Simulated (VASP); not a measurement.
Input of a VASP 6.6.1 run:

Contents of INCAR:

```
ALGO = Normal
EDIFF = 1E-6
ENCUT = 500
GGA = PE
GGA_COMPAT = False
ISIF = 2
ISMEAR = 0
ISPIN = 2
LASPH = True
LCHARG = False
LMAXMIX = 4
LORBIT = 11
LREAL = False
LWAVE = False
MAGMOM = 0.875 0.875
NBANDS = 26
NELM = 200
NUPDOWN = 1.75
PREC = Accurate
SIGMA = 0.15
```

File KPOINTS:

```
k-points
0
Gamma
  21 21 12
```

The input POSCAR:

```
Rh
1.0
    2.8794130266      0.0000000000      0.0000000000
   -1.4397065133      2.4936448290      0.0000000000
    0.0000000000      0.0000000000      4.6338326521
Rh
2
Direct
    0.6666666667      0.3333333333      0.7500000000
    0.3333333333      0.6666666667      0.2500000000
```

Potentials or basis: VASP PAW PBE potentials, release 64 (Rh_pv).

Run with:

```console
$ cat potpaw_PBE.64/Rh_pv/POTCAR > POTCAR
$ mpirun -np 1 vasp_std > vasp.out
```

Problem. Predict the pressure.

Solution. -24.2 GPa.

Stress tensor (GPa, compression positive):
```
-23.89   0.00   0.00
  0.00 -23.89   0.00
  0.00   0.00 -24.74
```

Caveat: the cell stands under tension; the total moment is fixed, so each spin has its own Fermi level and the state may be an excited one.
